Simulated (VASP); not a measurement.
Input of a VASP 6.6.1 run:

Contents of INCAR:

```
  ALGO = Normal
  EDIFF = 1E-6
  EDIFFG = -0.01
  ENCUT = 600
  GGA = PS
  IBRION = 2
  ISIF = 3
  ISMEAR = -1
  LASPH = True
  LCHARG = False
  LREAL = False
  LWAVE = False
  NELM = 80
  NSW = 100
  PREC = Accurate
  SIGMA = 0.03
```

The input KPOINTS:

```
k-points
0
Gamma
  4 4 4
```

File POSCAR:

```
YCuCl4
1.0
    4.8456245700      0.0000000000      0.0000000000
    0.0000000000      4.8456245700      0.0000000000
    0.0000000000      0.0000000000      6.9733582800
Y Cu Cl
1 1 4
Direct
    0.0000000000      0.0000000000      0.0000000000
    0.5000000000      0.5000000000      0.5000000000
    0.5000000000      0.0000000000      0.7327468500
    0.0000000000      0.5000000000      0.2672531500
    0.5000000000      0.0000000000      0.2672531500
    0.0000000000      0.5000000000      0.7327468500
```

Potentials or basis: VASP PAW PBE potentials, release 64 (Y_sv, Cu, Cl).

The run is started by

```console
$ cat potpaw_PBE.64/Y_sv/POTCAR potpaw_PBE.64/Cu/POTCAR potpaw_PBE.64/Cl/POTCAR > POTCAR
$ mpirun -np 1 vasp_std > vasp.out
```

Q: Predict the relaxed cell.

A: a = 4.497 Å, b = 4.497 Å, c = 6.373 Å, α = 90.00°, β = 90.00°, γ = 90.00°.

Q: What does it give for the band gap on the k mesh?

A: 0.81 eV, indirect (least direct gap 0.88 eV).

Q: Estimate the space group after relaxing (to 0.05 Å).

A: P4/mmm (No. 123).

Q: What does it give for the relaxed volume?

A: 21.48 Å³/atom.

The path:
```tsv
step	energy change (eV)	largest force (eV/Å)	pressure (GPa)	volume (Å³)
1	0.0000	1.0353	-9.04	163.73
2	-1.4519	0.4961	-1.22	129.89
3	-1.4680	0.3962	0.51	126.54
4	-1.4678	0.4182	0.19	127.23
5	-1.4951	0.2392	0.09	127.85
6	-1.5091	0.0102	0.06	128.78
7	-1.5092	0.0024	0.05	128.75
8	-1.5092	0.0055	0.05	128.72
9	-1.5092	0.0083	-0.01	128.88
```

Caveat: the volume moved by over 15 % at a fixed basis, so the end points are rough; the PAW data sets were made with another functional, which shifts forces and pressure a little. Expect the measured gap to be larger: semilocal functionals such as PBEsol lack the derivative discontinuity.
